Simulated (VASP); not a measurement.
# BaZrO3 (Pm-3m) in VASP: settings compared

BaZrO3 is run at these levels: HSE06, r2SCAN; tasks: single point.

Program: VASP 6.6.1. These are calculated values, not measurements. Logs are shortened: lines on timing, memory, paths and dates and some standing lists are left out, and cuts for length are marked.

### Step 1. The cell of the first run

It takes space group Pm-3m (No. 221, cubic). Conventional cell: a = 4.037 Å, b = 4.037 Å, c = 4.037 Å, α = 90.00°, β = 90.00°, γ = 90.00°. Within 3.8 Å of Ba (site symmetry m-3m) lie 12 O at 2.85 Å and 8 Zr at 3.50 Å. Zr (site symmetry m-3m) has 6 O at 2.02 Å within 2.7 Å. Within 2.7 Å of O (site symmetry 4/mmm) lie 2 Zr at 2.02 Å.

### Step 2. Single point, HSE06 (strain -4.0%)

The input, POSCAR:

```
BaZrO3
1.0
    4.0371407176      0.0000000000      0.0000000000
    0.0000000000      4.0371407176      0.0000000000
    0.0000000000      0.0000000000      4.0371407176
Ba Zr O
1 1 3
Direct
    0.0000000000      0.0000000000      0.0000000000
    0.5000000000      0.5000000000      0.5000000000
    0.5000000000      0.5000000000      0.0000000000
    0.5000000000      0.0000000000      0.5000000000
    0.0000000000      0.5000000000      0.5000000000
```

The input, INCAR.step1:

```
SYSTEM = BaZrO3
PREC = Accurate
ENCUT = 520
EDIFF = 1E-5
ISMEAR = 0
SIGMA = 0.01
LREAL = .False.
LASPH = .True.
NELM = 80
ALGO = Normal
ISIF = 2
LWAVE = .True.
NBANDS = 28
GGA = PE
```

The input, INCAR.step2:

```
SYSTEM = BaZrO3
PREC = Accurate
ENCUT = 520
EDIFF = 1E-7
ISMEAR = 0
SIGMA = 0.01
LREAL = .False.
LASPH = .True.
NELM = 80
ALGO = Normal
ISIF = 2
LWAVE = .False.
LCHARG = .True.
GGA = PE
LHFCALC = .True.
HFSCREEN = 0.2079
PRECFOCK = Fast
LELF = .True.
LVHAR = .True.
NBANDS = 28
ISTART = 1
```

The input, KPOINTS:

```
Automatic mesh
0
Gamma
  4 4 4
  0 0 0
```

Potentials or basis: VASP PAW PBE potentials, release 64 (Ba_sv, Zr_sv, O).

The run is started by

```sh
$ cat potpaw_PBE.64/Ba_sv/POTCAR potpaw_PBE.64/Zr_sv/POTCAR potpaw_PBE.64/O/POTCAR > POTCAR
$ cp INCAR.step1 INCAR
$ mpirun -np 1 vasp_std > vasp.out
$ cp INCAR.step2 INCAR
$ mpirun -np 1 vasp_std > vasp.out
```

OUTCAR:

```text
SYSTEM = BaZrO3
   PREC = Accurate
   ENCUT = 520
   EDIFF = 1E-7
   ISMEAR = 0
   LREAL = .False.
   LASPH = .True.
   NELM = 80
   ISIF = 2
   GGA = PE
   LHFCALC = .True.
   HFSCREEN = 0.2079
   PRECFOCK = Fast
   ISTART = 1

 ion  position               nearest neighbor table
   1  0.000  0.000  0.000-   3 2.85   4 2.85   5 2.85   4 2.85   5 2.85   3 2.85   5 2.85   5 2.85
                             3 2.85   4 2.85   4 2.85   3 2.85   2 3.50   2 3.50   2 3.50   2 3.50
   2  0.500  0.500  0.500-   3 2.02   4 2.02   5 2.02   3 2.02   4 2.02   5 2.02   1 3.50   1 3.50
                             1 3.50   1 3.50   1 3.50   1 3.50   1 3.50   1 3.50
   3  0.500  0.500  0.000-   2 2.02   2 2.02   1 2.85   1 2.85   1 2.85   1 2.85
   4  0.500  0.000  0.500-   2 2.02   2 2.02   1 2.85   1 2.85   1 2.85   1 2.85
   5  0.000  0.500  0.500-   2 2.02   2 2.02   1 2.85   1 2.85   1 2.85   1 2.85

  LATTYP: Found a simple cubic cell.
 ALAT       =     4.0371407176

  Lattice vectors:

 A1 = (   4.0371407176,   0.0000000000,   0.0000000000)
 A2 = (   0.0000000000,   4.0371407176,   0.0000000000)
 A3 = (   0.0000000000,   0.0000000000,   4.0371407176)

Analysis of symmetry for initial positions (statically):
=====================================================================
 Subroutine PRICEL returns:
 Original cell was already a primitive cell.

 Routine SETGRP: Setting up the symmetry group for a
 simple cubic supercell.

 Subroutine GETGRP returns: Found 48 space group operations
 (whereof 48 operations were pure point group operations)
 out of a pool of 48 trial point group operations.

The static configuration has the point symmetry O_h .

Analysis of symmetry for dynamics (positions and initial velocities):
=====================================================================
 Subroutine PRICEL returns:
 Original cell was already a primitive cell.

 Routine SETGRP: Setting up the symmetry group for a
 simple cubic supercell.

 Subroutine GETGRP returns: Found 48 space group operations
 (whereof 48 operations were pure point group operations)
 out of a pool of 48 trial point group operations.

The dynamic configuration has the point symmetry O_h .

 Subroutine INISYM returns: Found 48 space group operations
 (whereof 48 operations are pure point group operations),
 and found     1 'primitive' translations

----------------------------------------------------------------------------------------

                                     Primitive cell

  volume of cell :      65.7994

  direct lattice vectors                    reciprocal lattice vectors
     4.037140718  0.000000000  0.000000000     0.247700061  0.000000000  0.000000000
     0.000000000  4.037140718  0.000000000     0.000000000  0.247700061  0.000000000
     0.000000000  0.000000000  4.037140718     0.000000000  0.000000000  0.247700061

  length of vectors
     4.037140718  4.037140718  4.037140718     0.247700061  0.247700061  0.247700061

  position of ions in fractional coordinates (direct lattice)
     0.000000000  0.000000000  0.000000000
     0.500000000  0.500000000  0.500000000
     0.500000000  0.500000000  0.000000000
     0.500000000  0.000000000  0.500000000
     0.000000000  0.500000000  0.500000000

  ion indices of the primitive-cell ions
   primitive index   ion index
                 1           1
                 2           2
                 3           3
                 4           4
                 5           5

----------------------------------------------------------------------------------------

 KPOINTS: Automatic mesh

Automatic generation of k-mesh.
 Grid dimensions read from file:
 generate k-points for:    4    4    4

 Generating k-lattice:

  Cartesian coordinates                     Fractional coordinates (reciprocal lattice)
     0.061925015  0.000000000  0.000000000     0.250000000  0.000000000  0.000000000
     0.000000000  0.061925015  0.000000000     0.000000000  0.250000000  0.000000000
     0.000000000  0.000000000  0.061925015     0.000000000  0.000000000  0.250000000

  Length of vectors
     0.061925015  0.061925015  0.061925015

  Shift w.r.t. Gamma in fractional coordinates (k-lattice)
     0.000000000  0.000000000  0.000000000

 Subroutine IBZKPT returns following result:
 ===========================================

 Found     10 irreducible k-points:

 Following reciprocal coordinates:
            Coordinates               Weight
  0.000000  0.000000  0.000000      1.000000
  0.250000  0.000000  0.000000      6.000000
  0.500000  0.000000  0.000000      3.000000
  0.250000  0.250000  0.000000     12.000000
  0.500000  0.250000  0.000000     12.000000
  0.500000  0.500000  0.000000      3.000000
  0.250000  0.250000  0.250000      8.000000
  0.500000  0.250000  0.250000     12.000000
  0.500000  0.500000  0.250000      6.000000
  0.500000  0.500000  0.500000      1.000000
[... 83 lines left out ...]
      1     -45.5527      2.00000
      2     -22.7870      2.00000
      3     -22.5394      2.00000
      4     -22.5394      2.00000
      5     -22.5394      2.00000
      6     -14.5630      2.00000
[... 20 lines left out ...]
     27      14.0115      0.00000
     28      14.0115      0.00000

 k-point     2 :       0.2500    0.0000    0.0000
  band No.  band energies     occupation
      1     -45.5489      2.00000
      2     -23.0640      2.00000
      3     -22.5304      2.00000
      4     -22.5304      2.00000
      5     -22.4609      2.00000
      6     -14.7282      2.00000
[... 20 lines left out ...]
     27      13.7687      0.00000
     28      14.0228      0.00000

 k-point     3 :       0.5000    0.0000    0.0000
  band No.  band energies     occupation
      1     -45.5450      2.00000
      2     -23.3002      2.00000
      3     -22.5214      2.00000
      4     -22.5214      2.00000
      5     -22.3964      2.00000
      6     -14.9283      2.00000
[... 20 lines left out ...]
     27      14.0282      0.00000
     28      14.6667      0.00000

 k-point     4 :       0.2500    0.2500    0.0000
  band No.  band energies     occupation
      1     -45.5451      2.00000
      2     -23.0428      2.00000
      3     -22.8062      2.00000
      4     -22.5217      2.00000
      5     -22.4265      2.00000
      6     -14.6179      2.00000
[... 20 lines left out ...]
     27      13.9906      0.00000
     28      14.9629      0.00000

 k-point     5 :       0.5000    0.2500    0.0000
  band No.  band energies     occupation
      1     -45.5412      2.00000
      2     -23.1926      2.00000
      3     -22.7992      2.00000
      4     -22.5130      2.00000
      5     -22.4757      2.00000
      6     -14.6484      2.00000
[... 20 lines left out ...]
     27      14.1721      0.00000
     28      14.9097      0.00000

 k-point     6 :       0.5000    0.5000    0.0000
  band No.  band energies     occupation
      1     -45.5374      2.00000
      2     -23.0466      2.00000
      3     -23.0466      2.00000
      4     -22.5933      2.00000
      5     -22.5046      2.00000
      6     -14.5418      2.00000
[... 20 lines left out ...]
     27      15.5481      0.00000
     28      15.5511      0.00000

 k-point     7 :       0.2500    0.2500    0.2500
  band No.  band energies     occupation
      1     -45.5413      2.00000
      2     -22.9887      2.00000
      3     -22.7955      2.00000
      4     -22.7955      2.00000
      5     -22.4376      2.00000
      6     -13.9377      2.00000
[... 20 lines left out ...]
     27      14.5396      0.00000
     28      14.5396      0.00000

 k-point     8 :       0.5000    0.2500    0.2500
  band No.  band energies     occupation
      1     -45.5374      2.00000
      2     -23.1201      2.00000
      3     -22.7924      2.00000
      4     -22.7847      2.00000
      5     -22.5110      2.00000
      6     -13.9145      2.00000
[... 20 lines left out ...]
     27      13.7438      0.00000
     28      14.9148      0.00000

 k-point     9 :       0.5000    0.5000    0.2500
  band No.  band energies     occupation
      1     -45.5336      2.00000
      2     -23.0343      2.00000
      3     -23.0343      2.00000
      4     -22.7779      2.00000
      5     -22.5595      2.00000
      6     -13.7044      2.00000
[... 20 lines left out ...]
     27      14.3482      0.00000
     28      15.6212      0.00000

 k-point    10 :       0.5000    0.5000    0.5000
  band No.  band energies     occupation
      1     -45.5298      2.00000
      2     -23.0219      2.00000
      3     -23.0219      2.00000
      4     -23.0219      2.00000
      5     -22.5252      2.00000
      6     -12.7873      2.00000
[... 20 lines left out ...]
     27      15.2843      0.00000
     28      15.2843      0.00000

------------------------ aborting loop because EDIFF is reached ----------------------------------------

  FORCE on cell =-STRESS in cart. coord.  units (eV):
  Direction    XX          YY          ZZ          XY          YZ          ZX
  --------------------------------------------------------------------------------------
  -------------------------------------------------------------------------------------
  Total       10.4892524     10.4892524     10.4892524      0.0000000      0.0000000     -0.0000000
  in kB      255.4073888    255.4073888    255.4073888      0.0000000      0.0000000     -0.0000000
  external PRESSURE =     255.4073888 kB  Pullay stress =       0.0000000 kB

 VOLUME and BASIS-vectors are now :
 -----------------------------------------------------------------------------
  energy-cutoff  :      520.00
  volume of cell :       65.80
      direct lattice vectors                 reciprocal lattice vectors
     4.037140718  0.000000000  0.000000000     0.247700061  0.000000000  0.000000000
     0.000000000  4.037140718  0.000000000     0.000000000  0.247700061  0.000000000
     0.000000000  0.000000000  4.037140718     0.000000000  0.000000000  0.247700061

 POSITION                                       TOTAL-FORCE (eV/Angst)
 -----------------------------------------------------------------------------------
      0.00000      0.00000      0.00000         0.000000      0.000000      0.000000
      2.01857      2.01857      2.01857         0.000000      0.000000      0.000000
      2.01857      2.01857      0.00000         0.000000      0.000000      0.000000
      2.01857      0.00000      2.01857         0.000000      0.000000      0.000000
      0.00000      2.01857      2.01857         0.000000      0.000000      0.000000
 -----------------------------------------------------------------------------------
    total drift:                                0.000000      0.000000      0.000000

  FREE ENERGIE OF THE ION-ELECTRON SYSTEM (eV)
  ---------------------------------------------------
  free  energy   TOTEN  =       -49.2063020712 eV

  energy  without entropy=      -49.2063020712  energy(sigma->0) =      -49.20630207
```

It took 25 min on 1 thread of Intel Xeon Platinum 8259CL at 2.50GHz (Skylake/Cascade Lake), shared host; peak memory 0.29 GiB.

Results:

```yaml
Free_energy: -49.2063 eV
Pressure: 25.5 GPa
Band_gap_on_the_k_mesh: 4.93 eV (least direct gap 5.07 eV)
```

Caveat: the cell differs from its parent crystal (strain -4.0%); the cell stands under pressure; the PAW data sets were made with another functional, which shifts forces and pressure a little; spin-orbit coupling is left out, which moves the levels of the heavy elements. A k mesh can miss the band edges.

### Step 3. Single point, r2SCAN, non-collinear spin, zero start, spin-orbit coupling (strain -1.0%)

Edit POSCAR of step 2 so:

```diff
@@ -2,5 +2,5 @@
 1.0
-    4.0371407176      0.0000000000      0.0000000000
-    0.0000000000      4.0371407176      0.0000000000
-    0.0000000000      0.0000000000      4.0371407176
+    4.1633013651      0.0000000000      0.0000000000
+    0.0000000000      4.1633013651      0.0000000000
+    0.0000000000      0.0000000000      4.1633013651
 Ba Zr O
```

The input, INCAR.step1:

```
ALGO = Normal ; EDIFF = 1E-4
ENCUT = 520 ; GGA = PE
GGA_COMPAT = False ; ISMEAR = 0
LASPH = True ; LCHARG = False
LMAXMIX = 4 ; LREAL = False
LSORBIT = True ; LWAVE = True
MAGMOM = 0 0 0 0 0 0 0 0 0 0 0 0 0 0 0 ; NBANDS = 55
NELM = 150 ; PREC = Accurate
SIGMA = 0.01
```

The input, INCAR.step2:

```
ALGO = Normal ; EDIFF = 1E-6
ENCUT = 520 ; GGA_COMPAT = False
ISIF = 2 ; ISMEAR = 0
ISTART = 1 ; LASPH = True
LCHARG = False ; LMAXMIX = 4
LMIXTAU = True ; LORBIT = 11
LORBMOM = True ; LREAL = False
LSORBIT = True ; LWAVE = False
MAGMOM = 0 0 0 0 0 0 0 0 0 0 0 0 0 0 0 ; METAGGA = R2SCAN
NBANDS = 55 ; NELM = 150
PREC = Accurate ; SIGMA = 0.01
```

The input, KPOINTS:

```
k-points
0
Gamma
  6 6 6
```

Potentials or basis: VASP PAW PBE potentials, release 64 (Ba_sv, Zr_sv, O).

The run is started by

```sh
$ cat potpaw_PBE.64/Ba_sv/POTCAR potpaw_PBE.64/Zr_sv/POTCAR potpaw_PBE.64/O/POTCAR > POTCAR
$ cp INCAR.step1 INCAR
$ mpirun -np 1 vasp_ncl > vasp.out
$ cp INCAR.step2 INCAR
$ mpirun -np 1 vasp_ncl > vasp.out
```

Run time: 20 min. Hardware: 1 thread of Oxide Virtual Turin-like, shared host; peak memory 0.41 GiB.

The run converged. Its results:

- Free energy: -85.2980 eV
- Pressure: 6.4 GPa
- Net moment: 0.00 μB per cell
- Valence electrons inside the program's atomic spheres: Ba 7.92; Zr 9.68; O 5.09

Moments on the atoms (μB; x, y, z):
```
Ba  0.00 0.00 0.00
Zr  0.00 0.00 0.00
O   0.00 0.00 0.00
O   0.00 0.00 0.00
O   0.00 0.00 0.00
```

Caveat: the cell differs from its parent crystal (strain -1.0%); the cell stands under pressure; the PAW data sets were made with another functional, which shifts forces and pressure a little.

### Step 4. Single point, r2SCAN, non-collinear spin, zero start, spin-orbit coupling (strain +1.0%)

Edit POSCAR of step 3 so:

```diff
@@ -2,5 +2,5 @@
 1.0
-    4.1633013651      0.0000000000      0.0000000000
-    0.0000000000      4.1633013651      0.0000000000
-    0.0000000000      0.0000000000      4.1633013651
+    4.2474084633      0.0000000000      0.0000000000
+    0.0000000000      4.2474084633      0.0000000000
+    0.0000000000      0.0000000000      4.2474084633
 Ba Zr O
```

The input, INCAR.step1:

```
PREC     = Accurate       # precision mode
ENCUT    = 520            # plane-wave cutoff, eV
ISMEAR   = 0              # smearing method
SIGMA    = 0.01           # smearing width, eV
LREAL    = F              # projectors in reciprocal space
LASPH    = T              # aspherical terms in the spheres
NELM     = 150            # most SCF steps
MAGMOM   = 0 0 0 0 0 0 0 0 0 0 0 0 0 0 0 # initial moments
LSORBIT  = T              # spin-orbit coupling
GGA_COMPAT= F            
LMAXMIX  = 4              # l up to which the mixer works
NBANDS   = 55             # bands
GGA      = PE             # functional
ALGO     = Normal         # electronic algorithm
EDIFF    = 1E-4           # SCF threshold, eV
LWAVE    = T              # write WAVECAR
LCHARG   = F              # write CHGCAR
```

The input, INCAR.step2:

```
PREC     = Accurate       # precision mode
ENCUT    = 520            # plane-wave cutoff, eV
EDIFF    = 1E-6           # SCF threshold, eV
ISMEAR   = 0              # smearing method
SIGMA    = 0.01           # smearing width, eV
LREAL    = F              # projectors in reciprocal space
LASPH    = T              # aspherical terms in the spheres
NELM     = 150            # most SCF steps
ALGO     = Normal         # electronic algorithm
ISIF     = 2              # what is computed and relaxed
LWAVE    = F              # write WAVECAR
LCHARG   = F              # write CHGCAR
MAGMOM   = 0 0 0 0 0 0 0 0 0 0 0 0 0 0 0 # initial moments
LORBIT   = 11             # projections on sites
LSORBIT  = T              # spin-orbit coupling
GGA_COMPAT= F            
LORBMOM  = T            
LMAXMIX  = 4              # l up to which the mixer works
METAGGA  = R2SCAN         # meta-GGA
LMIXTAU  = T            
NBANDS   = 55             # bands
ISTART   = 1
```

The input, KPOINTS:

```
regular mesh
0
Gamma
  6 6 6
```

The run is started by

```sh
$ cat potpaw_PBE.64/Ba_sv/POTCAR potpaw_PBE.64/Zr_sv/POTCAR potpaw_PBE.64/O/POTCAR > POTCAR
$ cp INCAR.step1 INCAR
$ mpirun -np 1 vasp_ncl > vasp.out
$ cp INCAR.step2 INCAR
$ mpirun -np 1 vasp_ncl > vasp.out
```

It took 22 min on 1 thread of Oxide Virtual Turin-like, shared host; peak memory 0.41 GiB.

The run converged. Its results:

* Free energy: -85.3328 eV
* Pressure: -3.7 GPa
* Net moment: 0.00 μB per cell
* Valence electrons inside the program's atomic spheres: Ba 7.88; Zr 9.56; O 5.06

Moments on the atoms (μB; x, y, z):
```
Ba  0.00 0.00 0.00
Zr  0.00 0.00 0.00
O   0.00 0.00 0.00
O   0.00 0.00 0.00
O   0.00 0.00 0.00
```

Caveat: the cell differs from its parent crystal (strain +1.0%); the cell stands under tension; the PAW data sets were made with another functional, which shifts forces and pressure a little.

### Step 5. Summary

| level | spin | cell | k mesh | grid for exact exchange (PRECFOCK) | share of exact exchange | screening parameter | pressure (GPa) | moment (μB) |
| --- | --- | --- | --- | --- | --- | --- | --- | --- |
| HSE06 | off | a = 4.037 Å, 5 atoms | 4 × 4 × 4 | Fast | 0.25 | 0.2079 1/Å | 25.5 | - |
| r2SCAN | non-collinear, zero start, SOC | a = 4.163 Å, 5 atoms | 6 × 6 × 6 | - | - | - | 6.4 | 0.00 |
| r2SCAN | non-collinear, zero start, SOC | a = 4.247 Å, 5 atoms | 6 × 6 × 6 | - | - | - | -3.7 | 0.00 |

Alike in all rows: task single point; potentials or basis VASP PAW PBE potentials, release 64 (Ba_sv, Zr_sv, O); cutoff (eV) 520; smearing gaussian 0.01 eV.

Caveats: the PAW data sets were made with another functional, which shifts forces and pressure a little; the cell stands under pressure (at least some runs); spin-orbit coupling is left out, which moves the levels of the heavy elements (at least some runs); the cell stands under tension (at least some runs).

Absolute energies hang on the potentials; compare differences alone.
